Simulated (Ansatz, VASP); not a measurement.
**Two plane-wave programs on HfGeCl**

File POSCAR:

```
HfGeCl
1.0
    3.6972640000      0.0000000000      0.0000000000
    0.0000000000      3.6972640000      0.0000000000
    0.0000000000      0.0000000000      8.4741690000
Hf Ge Cl
2 2 2
Direct
    0.0000000000      0.5000000000      0.2590000000
    0.5000000000      0.0000000000      0.7410000000
    0.0000000000      0.0000000000      0.0000000000
    0.5000000000      0.5000000000      0.0000000000
    0.0000000000      0.5000000000      0.6150000000
    0.5000000000      0.0000000000      0.3850000000
```

The input INCAR.step1:

```
SYSTEM = HfGeCl
PREC = Accurate
ENCUT = 520
ISMEAR = -1
SIGMA = 0.0899
LREAL = .FALSE.
LASPH = .TRUE.
NELM = 150
ISPIN = 2
MAGMOM = 0 0 0 0 0 0
LMAXMIX = 4
NBANDS = 44
GGA = PE
ALGO = Normal
EDIFF = 1E-4
LWAVE = .TRUE.
LCHARG = .FALSE.
```

INCAR.step2

```
SYSTEM = HfGeCl
PREC = Accurate
ENCUT = 520
EDIFF = 1E-6
ISMEAR = -1
SIGMA = 0.0899
LREAL = .FALSE.
LASPH = .TRUE.
NELM = 150
ALGO = Normal
ISIF = 2
LWAVE = .FALSE.
LCHARG = .FALSE.
ISPIN = 2
MAGMOM = 0 0 0 0 0 0
LORBIT = 11
LMAXMIX = 4
METAGGA = R2SCAN
LMIXTAU = .TRUE.
NBANDS = 44
ISTART = 1
```

Contents of KPOINTS:

```
regular mesh
0
G
  5 5 2
  0 0 0
```

Input for Ansatz:

```yaml
crystal:
  lattice:
    - [3.697264, 0.0, 0.0]
    - [0.0, 3.697264, 0.0]
    - [0.0, 0.0, 8.474169]
  atoms:
    - { symbol: Hf, position: [0.0, 0.5, 0.259] }
    - { symbol: Hf, position: [0.5, 0.0, 0.741] }
    - { symbol: Ge, position: [0.0, 0.0, 0.0] }
    - { symbol: Ge, position: [0.5, 0.5, 0.0] }
    - { symbol: Cl, position: [0.0, 0.5, 0.615] }
    - { symbol: Cl, position: [0.5, 0.0, 0.385] }
  symmetry: { tolerance: 0.0003 }
kpoints:
  mp_grid: { grid: [5, 5, 2], shift: [0, 0, 0] }
magnetization:
  spin_polarized: true
scf:
  occupations: { method: fermi_dirac, width: 0.0899 }
hamiltonian:
  pseudopotentials: { kind: paw }
  xc: r2scan
basis:
  ecutwfc: 500
output:
  forces: true
  stress: true
  eigenvalues: true
```

Alike in both runs: task single point; functional r2SCAN; k mesh 5 × 5 × 2; occupations fermi-dirac, width 0.0899 eV; collinear spin.

|  | VASP | Ansatz |
| --- | --- | --- |
| version | VASP 6.6.1 | Ansatz 0.2.0 |
| potentials or method | VASP PAW PBE potentials, release 64 (Hf_pv, Ge_d, Cl), cutoff 520 eV | PAW plane waves |
| valence electrons in the cell | 62 | 94 |

|  | VASP | Ansatz | Ansatz less VASP |
| --- | --- | --- | --- |
| gap on the k mesh at the Fermi level (eV) | none | none | - |
| pressure (GPa) | -5.5 | -5.0 | +0.52 |
| traceless stress, the component that is largest in VASP (GPa) | -4.75 | -4.67 | +0.078 |
| rms of the force components (eV/Å) | 0.716 | 0.705 | -0.0109 |
| net moment per atom (μB) | 0.00 | 0.00 | 0.000 |

VASP's potentials were made for PBE, not for r2SCAN. Atom by atom the forces differ by 0.011 eV/Å (rms over components). A gap of «none» marks a metal or a gap that the smearing closes. VASP's potentials hold 62 valence electrons a cell and Ansatz's 94, so a difference there can come from the potentials and not from the codes. Ansatz's warnings: no starting moments.

The k mesh is coarse, so the values compare programs but aren't converged. Neither program's run includes spin-orbit coupling.
